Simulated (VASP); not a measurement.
**SiC: single point with PBE**

Crystal: SiC.

```
Si C
1.0
     3.07600    0.00000    0.00000
    -1.53800    2.66389    0.00000
     0.00000    0.00000    5.04800
Si C
2 2
Cartesian
  0.0000 1.7759 0.0000
  1.5380 0.8880 2.5240
  0.0000 1.7759 1.9435
  1.5380 0.8880 4.4675
```

```
Program             : VASP 6.6.1
Task                : single point
Functional          : PBE
Potentials or basis : VASP PAW PBE potentials, release 64 (Si, C)
Cutoff              : 600 eV
k mesh              : 18 × 18 × 10
Occupations         : gaussian, width 0.02 eV
Spin                : no spin polarisation
```

| Property | Result |
| --- | --- |
| Pressure | 3.5 GPa |
| Largest force | 0.753 eV/Å |
| Band gap on the k mesh | 2.32 eV (least direct gap 4.08 eV) |

Forces on the atoms (eV/Å):
```
Si   0.000  0.000  0.753
Si   0.000  0.000  0.753
C    0.000  0.000 -0.753
C    0.000  0.000 -0.753
```

Stress tensor (GPa, compression positive):
```
5.11 0.00 0.00
0.00 5.11 0.00
0.00 0.00 0.28
```

Levels at points of the mesh, in eV from the valence-band top:
```tsv
k point	band 5	band 6	band 7	band 8	band 9	band 10	band 11	band 12
(0.00, 0.00, 0.00)	-1.56	-0.28	-0.28	0.00	4.63	6.03	6.51	6.51
(0.50, 0.00, 0.00)	-5.43	-3.54	-3.26	-1.49	2.59	4.20	6.74	7.21
(0.00, 0.00, 0.50)	-0.97	-0.97	-0.97	-0.97	5.71	5.71	7.17	7.17
(0.50, 0.00, 0.50)	-2.69	-2.69	-2.34	-2.34	3.17	3.17	5.00	5.00
```

It took 3.9 min on 1 thread of Intel Xeon 8259CL, with other jobs on the host, peak memory 0.28 GiB.

Caveat: the cell stands under pressure. A k mesh can miss the band edges.
